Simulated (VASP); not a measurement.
# GaP (F-43m) in VASP: a series of runs

Aim: see how the results for GaP move with the level of theory and the settings. Levels: LDA, PBEsol, PBE. Tasks: single point.

Everything below comes from runs of VASP 6.6.1. Logs are shortened: lines on timing, memory, paths and dates and some standing lists are left out, and cuts for length are marked.

**Experimental background.**

From “Stacking defects in GaP nanowires: Electronic structure and optical properties”, 2018, arxiv:1810.01194, for a bulk crystal of GaP at 10 K: band gap 2.34 eV (indirect).

The runs below are set against these values where they give the same quantity.

### 1 The cell of the first run

Symmetry: F-43m, No. 216, cubic system. The conventional cell has a = 5.451 Å, b = 5.451 Å, c = 5.451 Å, α = 90.00°, β = 90.00°, γ = 90.00°. Within 3.1 Å of Ga (site symmetry -43m) lie 4 P at 2.36 Å. Within 3.1 Å of P (site symmetry -43m) lie 4 Ga at 2.36 Å.

### 2 Single point, LDA

INCAR reads:

```
PREC = Accurate
ENCUT = 520
EDIFF = 1E-7
ISMEAR = 0
SIGMA = 0.01
LREAL = False
LASPH = True
NELM = 80
ALGO = Normal
ISIF = 2
LWAVE = False
LCHARG = False
GGA = CA
NBANDS = 16
```

KPOINTS reads:

```
regular mesh
0
Gamma
  8 8 8
```

POSCAR reads:

```
GaP
1.0
    0.0000000000      2.7254101929      2.7254101929
    2.7254101929      0.0000000000      2.7254101929
    2.7254101929      2.7254101929      0.0000000000
Ga P
1 1
Direct
    0.0000000000      0.0000000000      0.0000000000
    0.2500000000      0.2500000000      0.2500000000
```

Potentials or basis: VASP PAW LDA potentials, release 64 (Ga_d, P).

The run is started by

```sh
$ cat potpaw_LDA.64/Ga_d/POTCAR potpaw_LDA.64/P/POTCAR > POTCAR
$ mpirun -np 1 vasp_std > vasp.out
```

OUTCAR:

```text
PREC = Accurate
   ENCUT = 520
   EDIFF = 1E-7
   ISMEAR = 0
   LREAL = False
   LASPH = True
   NELM = 80
   ISIF = 2
   GGA = CA

 ion  position               nearest neighbor table
   1  0.000  0.000  0.000-   2 2.36   2 2.36   2 2.36   2 2.36
   2  0.250  0.250  0.250-   1 2.36   1 2.36   1 2.36   1 2.36

  LATTYP: Found a face centered cubic cell.
 ALAT       =     5.4508203858

  Lattice vectors:

 A1 = (   0.0000000000,   2.7254101929,   2.7254101929)
 A2 = (   2.7254101929,   0.0000000000,   2.7254101929)
 A3 = (   2.7254101929,   2.7254101929,   0.0000000000)

Analysis of symmetry for initial positions (statically):
=====================================================================
 Subroutine PRICEL returns:
 Original cell was already a primitive cell.

 Routine SETGRP: Setting up the symmetry group for a
 face centered cubic supercell.

 Subroutine GETGRP returns: Found 24 space group operations
 (whereof 24 operations were pure point group operations)
 out of a pool of 48 trial point group operations.

The static configuration has the point symmetry T_d .

Analysis of symmetry for dynamics (positions and initial velocities):
=====================================================================
 Subroutine PRICEL returns:
 Original cell was already a primitive cell.

 Routine SETGRP: Setting up the symmetry group for a
 face centered cubic supercell.

 Subroutine GETGRP returns: Found 24 space group operations
 (whereof 24 operations were pure point group operations)
 out of a pool of 48 trial point group operations.

The dynamic configuration has the point symmetry T_d .

 Subroutine INISYM returns: Found 24 space group operations
 (whereof 24 operations are pure point group operations),
 and found     1 'primitive' translations

----------------------------------------------------------------------------------------

                                     Primitive cell

  volume of cell :      40.4879

  direct lattice vectors                    reciprocal lattice vectors
     0.000000000  2.725410193  2.725410193    -0.183458623  0.183458623  0.183458623
     2.725410193  0.000000000  2.725410193     0.183458623 -0.183458623  0.183458623
     2.725410193  2.725410193  0.000000000     0.183458623  0.183458623 -0.183458623

  length of vectors
     3.854312058  3.854312058  3.854312058     0.317759655  0.317759655  0.317759655

  position of ions in fractional coordinates (direct lattice)
     0.000000000  0.000000000  0.000000000
     0.250000000  0.250000000  0.250000000

  ion indices of the primitive-cell ions
   primitive index   ion index
                 1           1
                 2           2

----------------------------------------------------------------------------------------

 KPOINTS: regular mesh

Automatic generation of k-mesh.
 Grid dimensions read from file:
 generate k-points for:    8    8    8

 Generating k-lattice:

  Cartesian coordinates                     Fractional coordinates (reciprocal lattice)
    -0.022932328  0.022932328  0.022932328     0.125000000  0.000000000  0.000000000
     0.022932328 -0.022932328  0.022932328     0.000000000  0.125000000  0.000000000
     0.022932328  0.022932328 -0.022932328     0.000000000  0.000000000  0.125000000

  Length of vectors
     0.039719957  0.039719957  0.039719957

  Shift w.r.t. Gamma in fractional coordinates (k-lattice)
     0.000000000  0.000000000  0.000000000

 Subroutine IBZKPT returns following result:
 ===========================================

 Found     29 irreducible k-points:

 Following reciprocal coordinates:
            Coordinates               Weight
  0.000000  0.000000  0.000000      1.000000
  0.125000  0.000000  0.000000      8.000000
  0.250000  0.000000  0.000000      8.000000
  0.375000  0.000000  0.000000      8.000000
  0.500000  0.000000  0.000000      4.000000
  0.125000  0.125000  0.000000      6.000000
[... 16 lines left out ...]
  0.500000  0.250000  0.125000     48.000000
 -0.375000  0.250000  0.125000     24.000000
 [... further k-points ...]
   k-points           NKPTS =     29   k-points in BZ     NKDIM =     29   number of bands    NBANDS=     16
   number of dos      NEDOS =    301   number of ions     NIONS =      2
   total plane-waves  NPLWV =  27000
   dimension x,y,z NGX =    30 NGY =   30 NGZ =   30
   dimension x,y,z NGXF=    60 NGYF=   60 NGZF=   60
   ions per type =               1   1
   NGX,Y,Z   is equivalent  to a cutoff of  12.94, 12.94, 12.94 a.u.
   NGXF,Y,Z  is equivalent  to a cutoff of  25.88, 25.88, 25.88 a.u.
 SYSTEM =  unknown system
   PREC   = accura    normal or accurate (medium, high low for compatibility)
   ISTART =      0    job   : 0-new  1-cont  2-samecut
   ICHARG =      2    charge: 1-file 2-atom 10-const
   ISPIN  =      1    spin polarized calculation?
   LNONCOLLINEAR =      F non collinear calculations
   LSORBIT =      F    spin-orbit coupling
   LASPH  =      T    aspherical Exc in radial PAW
   ENCUT  =  520.0 eV  38.22 Ry    6.18 a.u.   7.17  7.17  7.17*2*pi/ulx,y,z
   NELM   =     80;   NELMIN=  2; NELMDL= -5     # of ELM steps
   EDIFF  = 0.1E-06   stopping-criterion for ELM
   LREAL  =      F    real-space projection
   EDIFFG = 0.1E-05   stopping-criterion for IOM
   NSW    =      0    number of steps for IOM
   IBRION =     -1    ionic relax: 0-MD 1-quasi-New 2-CG
   NFREE  =      0    steps in history (QN), initial steepest desc. (CG)
   ISIF   =      2    stress and relaxation
   ISYM   =      2    0-nonsym 1-usesym 2-fastsym
   POTIM  = 0.5000    time-step for ionic-motion
   TEBEG  =    0.0;   TEEND  =   0.0 temperature during run
   PSTRESS=    0.0 pullay stress
   NELECT =      18.0000    total number of electrons
   NUPDOWN=      -1.0000    fix difference up-down
   EMIN   =  10.00;   EMAX   =-10.00  energy-range for DOS
   EFERMI =   0.00;   METHOD = LEGACY
   ISMEAR =     0;   SIGMA  =   0.01  broadening in eV -4-tet -1-fermi 0-gaus
   EFERMI_NEDOS =   21; number of points for ismear=-14 and -15
   IALGO  =     38    algorithm
   IMIX   =      4    mixing-type and parameters
     AMIX     =   0.40;   BMIX     =  1.00
     AMIX_MAG =   1.60;   BMIX_MAG =  1.00
  volume/ion in A,a.u.               =      20.24       136.61
  Fermi-wavevector in a.u.,A,eV,Ry     =   1.249464  2.361145 21.240880  1.561161
  Thomas-Fermi vector in A             =   2.383503
   LORBIT       =      0    0 simple, 1 ext, 2 COOP (PROOUT), +10 PAW based schemes
   GGA     = CA    functional components
   LHFCALC =     F    Hartree Fock is set to
   AEXX    =    0.0000 exact exchange contribution
   IVDW    =     0    specifies the selected vdW correction
   LEPSILON=     F    determine dielectric tensor
   LRPA    =     F    only Hartree local field effects (RPA)
 non-spin polarized calculation
 Gauss-broadening in eV      SIGMA  =   0.01
  energy-cutoff  :      520.00
  volume of cell :       40.49
 maximum number of plane-waves:      1106
 NGX is ok and might be reduce to    30
   NGX = 15   NGY = 15   NGZ = 15

 number of electron      17.9999989 magnetization

 Free energy of the ion-electron system (eV)
  ---------------------------------------------------
  ext. energy  EPLUGINS =         0.00000000
  ---------------------------------------------------
  free energy    TOTEN  =       -10.44012432 eV

  energy without entropy =      -10.44012432  energy(sigma->0) =      -10.44012432

 E-fermi :   4.5444     XC(G=0): -10.1633

 val. band max:        4.5034101086   @ k =   0.0000   0.0000   0.0000
 cond. band min:       5.9964655781   @ k =   0.3750   0.3750   0.0000
 fundamental gap:      1.4930554696
 Fermi energy:         4.5443834740

 k-point     1 :       0.0000    0.0000    0.0000
  band No.  band energies     occupation
      1     -10.2016      2.00000
      2     -10.2016      2.00000
      3     -10.2016      2.00000
      4     -10.1035      2.00000
      5     -10.1035      2.00000
      6      -8.0048      2.00000
[... 8 lines left out ...]
     15      14.3005      0.00000
     16      14.3005      0.00000

 k-point     2 :       0.1250    0.0000    0.0000
  band No.  band energies     occupation
      1     -10.2139      2.00000
      2     -10.1969      2.00000
      3     -10.1969      2.00000
      4     -10.1036      2.00000
      5     -10.1036      2.00000
      6      -7.8026      2.00000
[... 8 lines left out ...]
     15      13.6364      0.00000
     16      13.9159      0.00000

 k-point     3 :       0.2500    0.0000    0.0000
  band No.  band energies     occupation
      1     -10.2416      2.00000
      2     -10.1871      2.00000
      3     -10.1871      2.00000
      4     -10.1023      2.00000
      5     -10.1023      2.00000
      6      -7.2277      2.00000
[... 8 lines left out ...]
     15      13.4352      0.00000
     16      14.1713      0.00000

 k-point     4 :       0.3750    0.0000    0.0000
  band No.  band energies     occupation
      1     -10.2670      2.00000
      2     -10.1796      2.00000
      3     -10.1796      2.00000
      4     -10.0986      2.00000
      5     -10.0986      2.00000
      6      -6.4206      2.00000
[... 8 lines left out ...]
     15      14.6301      0.00000
     16      14.6301      0.00000
[... 324 lines left out ...]
 k-point    22 :       0.3750    0.2500    0.1250
  band No.  band energies     occupation
      1     -10.2635      2.00000
      2     -10.1754      2.00000
      3     -10.1714      2.00000
      4     -10.1142      2.00000
      5     -10.0946      2.00000
      6      -6.7369      2.00000
[... 8 lines left out ...]
     15      15.5542      0.00000
     16      16.6977      0.00000

 k-point    23 :       0.5000    0.2500    0.1250
  band No.  band energies     occupation
      1     -10.2778      2.00000
      2     -10.1720      2.00000
      3     -10.1624      2.00000
      4     -10.1122      2.00000
      5     -10.0947      2.00000
      6      -5.9742      2.00000
[... 8 lines left out ...]
     15      15.8850      0.00000
     16      17.2264      0.00000

 k-point    24 :      -0.3750    0.2500    0.1250
  band No.  band energies     occupation
      1     -10.2830      2.00000
      2     -10.1715      2.00000
      3     -10.1593      2.00000
      4     -10.1087      2.00000
      5     -10.0963      2.00000
      6      -5.5090      2.00000
[... 8 lines left out ...]
     15      16.3820      0.00000
     16      16.8948      0.00000

 [... further k-points ...]

------------------------ aborting loop because EDIFF is reached ----------------------------------------

  FORCE on cell =-STRESS in cart. coord.  units (eV):
  Direction    XX          YY          ZZ          XY          YZ          ZX
  --------------------------------------------------------------------------------------
  -------------------------------------------------------------------------------------
  Total       -0.6702792     -0.6702792     -0.6702792      0.0000000      0.0000000      0.0000000
  in kB      -26.5241018    -26.5241018    -26.5241018      0.0000000      0.0000000      0.0000000
  external PRESSURE =     -26.5241018 kB  Pullay stress =       0.0000000 kB

 VOLUME and BASIS-vectors are now :
 -----------------------------------------------------------------------------
  energy-cutoff  :      520.00
  volume of cell :       40.49
      direct lattice vectors                 reciprocal lattice vectors
     0.000000000  2.725410193  2.725410193    -0.183458623  0.183458623  0.183458623
     2.725410193  0.000000000  2.725410193     0.183458623 -0.183458623  0.183458623
     2.725410193  2.725410193  0.000000000     0.183458623  0.183458623 -0.183458623

 POSITION                                       TOTAL-FORCE (eV/Angst)
 -----------------------------------------------------------------------------------
      0.00000      0.00000      0.00000        -0.000000     -0.000000      0.000000
      1.36271      1.36271      1.36271         0.000000      0.000000     -0.000000
 -----------------------------------------------------------------------------------
    total drift:                                0.000000      0.000000      0.000000

  FREE ENERGIE OF THE ION-ELECTRON SYSTEM (eV)
  ---------------------------------------------------
  free  energy   TOTEN  =       -10.4401243229 eV

  energy  without entropy=      -10.4401243229  energy(sigma->0) =      -10.44012432
```

Wall time 11 s (1 thread of AMD EPYC 9R45 (Zen 5), shared host); peak memory 0.12 GiB.

Results:

- Free energy: -10.4401 eV
- Pressure: -2.7 GPa
- Band gap on the k mesh: 1.49 eV (least direct gap 1.64 eV)

Levels at points of the mesh, in eV from the valence-band top:
| k point | band 7 | band 8 | band 9 | band 10 | band 11 | band 12 |
| --- | --- | --- | --- | --- | --- | --- |
| (0.00, 0.00, 0.00) | 0.00 | 0.00 | 0.00 | 1.64 | 3.79 | 3.79 |
| (0.50, 0.00, 0.00) | -6.71 | -1.13 | -1.13 | 1.51 | 4.63 | 4.63 |
| (0.50, 0.50, 0.00) | -6.84 | -2.71 | -2.71 | 1.50 | 1.68 | 10.45 |

A k mesh can miss the band edges. LDA gaps usually lie below the measured ones, often by a third to a half.

(Continued in part 2 of 2.)
